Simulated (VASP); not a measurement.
# Sn (I4_1/amd) in VASP: vibrations by perturbation theory with PBEsol

Aim: the vibrations by perturbation theory of Sn with PBEsol.

Program: VASP 6.6.1. These are calculated values, not measurements. Logs are shortened: lines on timing, memory, paths and dates and some standing lists are left out, and cuts for length are marked.

### 1 The cell of the first run

It takes space group I4_1/amd (No. 141, tetragonal). The conventional cell has a = 5.838 Å, b = 5.838 Å, c = 3.162 Å, α = 90.00°, β = 90.00°, γ = 90.00°. Sn (site symmetry -4m2) has 10 Sn at 3.02 to 3.76 Å within 4.0 Å.

### 2 Vibrations by perturbation theory, PBEsol

INCAR reads:

```
ALGO = Fast
EDIFF = 1E-8
ENCUT = 520
GGA = PS
IBRION = 8
ISIF = 2
ISMEAR = -1
LASPH = True
LCHARG = False
LREAL = False
LWAVE = False
NELM = 100
NSW = 1
PREC = Accurate
SIGMA = 0.15
```

KPOINTS reads:

```
k-points
0
Gamma
  14 14 14
```

POSCAR reads:

```
Sn
1.0
   -2.9191260269      2.9191260269      1.5810029017
    2.9191260269     -2.9191260269      1.5810029017
    2.9191260269      2.9191260269     -1.5810029017
Sn
2
Direct
    0.7500000000      0.2500000000      0.5000000000
    0.0000000000      0.0000000000      0.0000000000
```

Potentials or basis: VASP PAW PBE potentials, release 64 (Sn_d).

The run is started by

```bash
$ cat potpaw_PBE.64/Sn_d/POTCAR > POTCAR
$ mpirun -np 1 vasp_std > vasp.out
```

OUTCAR:

```text
EDIFF = 1E-8
   ENCUT = 520
   GGA = PS
   IBRION = 8
   ISIF = 2
   ISMEAR = -1
   LASPH = True
   LREAL = False
   NELM = 100
   NSW = 1
   PREC = Accurate

 ion  position               nearest neighbor table
   1  0.750  0.250  0.500-   2 3.02   2 3.02   2 3.02   2 3.02
   2  0.000  0.000  0.000-   1 3.02   1 3.02   1 3.02   1 3.02

  LATTYP: Found a body centered tetragonal cell.
 ALAT       =     5.8382520538
 C/A-ratio  =     0.5416014544

  Lattice vectors:

 A1 = (  -2.9191260269,   2.9191260269,   1.5810029017)
 A2 = (   2.9191260269,  -2.9191260269,   1.5810029017)
 A3 = (   2.9191260269,   2.9191260269,  -1.5810029017)

Analysis of symmetry for initial positions (statically):
=====================================================================
 Subroutine PRICEL returns:
 Original cell was already a primitive cell.

 Routine SETGRP: Setting up the symmetry group for a
 body centered tetragonal supercell.

 Subroutine GETGRP returns: Found 16 space group operations
 (whereof  8 operations were pure point group operations)
 out of a pool of 16 trial point group operations.

The static configuration has the point symmetry D_2d.
 The point group associated with its full space group is D_4h.

Analysis of symmetry for dynamics (positions and initial velocities):
=====================================================================
 Subroutine PRICEL returns:
 Original cell was already a primitive cell.

 Routine SETGRP: Setting up the symmetry group for a
 body centered tetragonal supercell.

 Subroutine GETGRP returns: Found 16 space group operations
 (whereof  8 operations were pure point group operations)
 out of a pool of 16 trial point group operations.

The dynamic configuration has the point symmetry D_2d.
 The point group associated with its full space group is D_4h.

 Subroutine INISYM returns: Found 16 space group operations
 (whereof  8 operations are pure point group operations),
 and found     1 'primitive' translations

----------------------------------------------------------------------------------------

                                     Primitive cell

  volume of cell :      53.8888

  direct lattice vectors                    reciprocal lattice vectors
    -2.919126027  2.919126027  1.581002902     0.000000000  0.171284143  0.316254954
     2.919126027 -2.919126027  1.581002902     0.171284143  0.000000000  0.316254954
     2.919126027  2.919126027 -1.581002902     0.171284143  0.171284143  0.000000000

  length of vectors
     4.420651954  4.420651954  4.420651954     0.359660192  0.359660192  0.242232358

  position of ions in fractional coordinates (direct lattice)
     0.750000000  0.250000000  0.500000000
     0.000000000  0.000000000  0.000000000

  ion indices of the primitive-cell ions
   primitive index   ion index
                 1           1
                 2           2

----------------------------------------------------------------------------------------

 KPOINTS: k-points

Automatic generation of k-mesh.
 Grid dimensions read from file:
 generate k-points for:   14   14   14

 Generating k-lattice:

  Cartesian coordinates                     Fractional coordinates (reciprocal lattice)
     0.000000000  0.012234582  0.022589640     0.071428571  0.000000000 -0.000000000
     0.012234582  0.000000000  0.022589640     0.000000000  0.071428571 -0.000000000
     0.012234582  0.012234582  0.000000000     0.000000000  0.000000000  0.071428571

  Length of vectors
     0.025690014  0.025690014  0.017302311

[... 87 lines left out ...]
  volume of cell :       53.89
 maximum number of plane-waves:      1476
 NGX is ok and might be reduce to    36
   NGX = 17   NGY = 17   NGZ = 17

--------------------------------------- Ionic step        1  -------------------------------------------

 number of electron      28.0000002 magnetization

 Free energy of the ion-electron system (eV)
  ---------------------------------------------------
  ext. energy  EPLUGINS =         0.00000000
  ---------------------------------------------------
  free energy    TOTEN  =        -8.55341263 eV

  energy without entropy =       -8.48051669  energy(sigma->0) =       -8.51696466

 E-fermi :   7.8846     XC(G=0): -10.4850

 val. band max:        7.8843857136   @ k =   0.5000   0.4286  -0.0000
 cond. band min:       7.8890469872   @ k =   0.2857   0.1429   0.0000
 fundamental gap:      0.0046612736
 Fermi energy:         7.8846033519

 k-point     1 :       0.0000    0.0000    0.0000
  band No.  band energies     occupation
      1     -13.6550      2.00000
      2     -13.5726      2.00000
      3     -13.5265      2.00000
      4     -13.5172      2.00000
      5     -13.3559      2.00000
      6     -13.3559      2.00000
[... 481 lines left out ...]
      5     -13.4181      2.00000
      6     -13.4138      2.00000
[... 10 lines left out ...]
     17      10.8157      0.00000
     18      11.9969      0.00000

 [... further k-points ...]

------------------------ aborting loop because EDIFF is reached ----------------------------------------

  FORCE on cell =-STRESS in cart. coord.  units (eV):
  Direction    XX          YY          ZZ          XY          YZ          ZX
  --------------------------------------------------------------------------------------
  -------------------------------------------------------------------------------------
  Total       -0.0200134     -0.0200134     -0.0189197      0.0000000      0.0000000      0.0000000
  in kB       -0.5950218     -0.5950218     -0.5625052      0.0000000      0.0000000      0.0000000
  external PRESSURE =      -0.5841830 kB  Pullay stress =       0.0000000 kB

 VOLUME and BASIS-vectors are now :
 -----------------------------------------------------------------------------
  energy-cutoff  :      520.00
  volume of cell :       53.89
      direct lattice vectors                 reciprocal lattice vectors
    -2.919126027  2.919126027  1.581002902     0.000000000  0.171284143  0.316254954
     2.919126027 -2.919126027  1.581002902     0.171284143  0.000000000  0.316254954
     2.919126027  2.919126027 -1.581002902     0.171284143  0.171284143  0.000000000

 POSITION                                       TOTAL-FORCE (eV/Angst)
 -----------------------------------------------------------------------------------
     -0.00000      2.91913      0.79050         0.000000     -0.000000      0.000000
      0.00000      0.00000      0.00000        -0.000000      0.000000     -0.000000
 -----------------------------------------------------------------------------------
    total drift:                               -0.000000      0.000000     -0.000000

  FREE ENERGIE OF THE ION-ELECTRON SYSTEM (eV)
  ---------------------------------------------------
  free  energy   TOTEN  =        -8.5534126269 eV

  energy  without entropy=       -8.4805166937  energy(sigma->0) =       -8.51696466

[... ionic steps 2 to 3 ...]

--------------------------------------- Ionic step        4  -------------------------------------------

------------------------ aborting loop because EDIFF is reached ----------------------------------------

[... ionic steps 5 to 5 ...]

--------------------------------------- Ionic step        6  -------------------------------------------

 Free energy of the ion-electron system (eV)
  ---------------------------------------------------
  ---------------------------------------------------
  free energy    TOTEN  =        -0.21001156 eV

  energy without entropy =       -0.21001156

------------------------ aborting loop because EDIFF is reached ----------------------------------------

 INTERNAL STRAIN TENSOR  FOR ION    1  DIRECTION 3   (eV/Angst):
 -----------------------------------------------------------------------------
     2.70770  0.00000  0.00000
     0.00000 -2.71012  0.00000
     0.00000  0.00000 -0.00307

 INTERNAL STRAIN TENSOR FOR ION    2 for displacements in x,y,z  (eV/Angst):
          X           Y           Z          XY          YZ          ZX
  --------------------------------------------------------------------------------
  x     0.00000     0.00000     0.00000     0.00000     0.00000    -2.16030
  y     0.00000     0.00000     0.00000     0.00000     1.98562     0.00000
  z    -2.70891     2.70891     0.00000     0.00000     0.00000     0.00000

 SECOND DERIVATIVES (NOT SYMMETRIZED)
 ------------------------------------
               1X          1Y          1Z          2X          2Y          2Z
  1X    -3.688156    0.000000    0.000000    3.688156    0.000000    0.000000
  1Y     0.000000   -3.688156    0.000000    0.000000    3.688156    0.000000
  1Z     0.000000    0.000000   -0.426446    0.000000    0.000000    0.426446
  2X     3.688156    0.000000    0.000000   -3.688156    0.000000    0.000000
  2Y     0.000000    3.688156    0.000000    0.000000   -3.688156    0.000000
  2Z     0.000000    0.000000    0.426446    0.000000    0.000000   -0.426446

 Eigenvectors and eigenvalues of the dynamical matrix
 ----------------------------------------------------

   1 f  =    3.896967 THz    24.485365 2PiTHz  129.988824 cm-1    16.116553 meV
             X         Y         Z           dx          dy          dz
     -0.000000  2.919126  0.790501    -0.000000   -0.707107   -0.000000
      0.000000  0.000000  0.000000     0.000000    0.707107    0.000000
[... 11 lines left out ...]
   4 f  =    0.000000 THz     0.000000 2PiTHz    0.000001 cm-1     0.000000 meV
             X         Y         Z           dx          dy          dz
     -0.000000  2.919126  0.790501    -0.607381   -0.346330    0.105562
      0.000000  0.000000  0.000000    -0.607381   -0.346330    0.105562

   5 f/i=    0.000000 THz     0.000000 2PiTHz    0.000000 cm-1     0.000000 meV
             X         Y         Z           dx          dy          dz
     -0.000000  2.919126  0.790501     0.139250   -0.033146    0.692467
      0.000000  0.000000  0.000000     0.139250   -0.033146    0.692467

   6 f/i=    0.000000 THz     0.000000 2PiTHz    0.000001 cm-1     0.000000 meV
             X         Y         Z           dx          dy          dz
     -0.000000  2.919126  0.790501    -0.334211    0.615595    0.096674
      0.000000  0.000000  0.000000    -0.334211    0.615595    0.096674

--------------------------------------------------------------------------------------------------------

 ELASTIC MODULI CONTR FROM IONIC RELAXATION (kBar)
 Direction    XX          YY          ZZ          XY          YZ          ZX
 --------------------------------------------------------------------------------
 XX        -511.6074    511.6074      0.0000      0.0000      0.0000     -0.0000
 YY         511.6074   -511.6074      0.0000      0.0000     -0.0000      0.0000
 ZZ           0.0000      0.0000      0.0000      0.0000      0.0000      0.0000
 XY           0.0000      0.0000      0.0000      0.0000      0.0000      0.0000
 YZ           0.0000     -0.0000      0.0000      0.0000    -31.7830      0.0000
 ZX          -0.0000      0.0000      0.0000      0.0000      0.0000    -37.6212
 --------------------------------------------------------------------------------
```

It took 72 min on 1 thread of Oxide Virtual Turin-like, shared host; peak memory 1.3 GiB.

Results:

* Highest phonon frequency at Γ: 130 cm⁻¹

Phonon frequencies in cm⁻¹ (negative: imaginary):
| q point | frequencies |
| --- | --- |
| (0.000, 0.000, 0.000) | 0 0 0 44 130 130 |

Caveat: the PAW data sets were made with another functional, which shifts forces and pressure a little; spin-orbit coupling is left out, which moves the levels of the heavy elements.
